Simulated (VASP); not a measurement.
CdS (Hawleyite): single point with RPBE

CdS (Hawleyite):

```
Cd S
1.0
     0.00000    2.91650    2.91650
     2.91650    0.00000    2.91650
     2.91650    2.91650    0.00000
Cd S
1 1
Cartesian
  0.0000 0.0000 0.0000
  4.3748 4.3748 4.3748
```

```json
{"Program": "VASP 6.6.1", "Task": "single point", "Functional": "RPBE", "Potentials or basis": "VASP PAW PBE potentials, release 64 (Cd, S)", "Cutoff": "520 eV", "k mesh": "8 × 8 × 8", "Occupations": "gaussian, width 0.05 eV", "Spin": "no spin polarisation", "Dipole correction": "no", "Further INCAR settings": "ALGO = Normal; EDIFF = 1e-06; NBANDS = 16"}
```

```yaml
Pressure: 5.4 GPa
Band_gap_on_the_k_mesh: 1.33 eV, direct
```

Levels at points of the mesh, in eV from the valence-band top:
```csv
k point,band 6,band 7,band 8,band 9,band 10,band 11,band 12,band 13
"(0.00, 0.00, 0.00)",-7.25,0.00,0.00,0.00,1.33,6.63,6.63,6.63
"(0.50, 0.00, 0.00)",-6.87,-4.34,-0.74,-0.74,3.15,7.10,7.10,7.69
"(0.50, 0.50, 0.00)",-6.80,-3.91,-1.86,-1.86,3.74,4.45,9.45,10.91
```

It took 8.7 s on 1 thread of Intel(R) Xeon(R) 6975P-C (Granite Rapids), on a shared host, peak memory 0.18 GiB.

Caveat: the PAW data sets were made with another functional, which shifts forces and pressure a little.
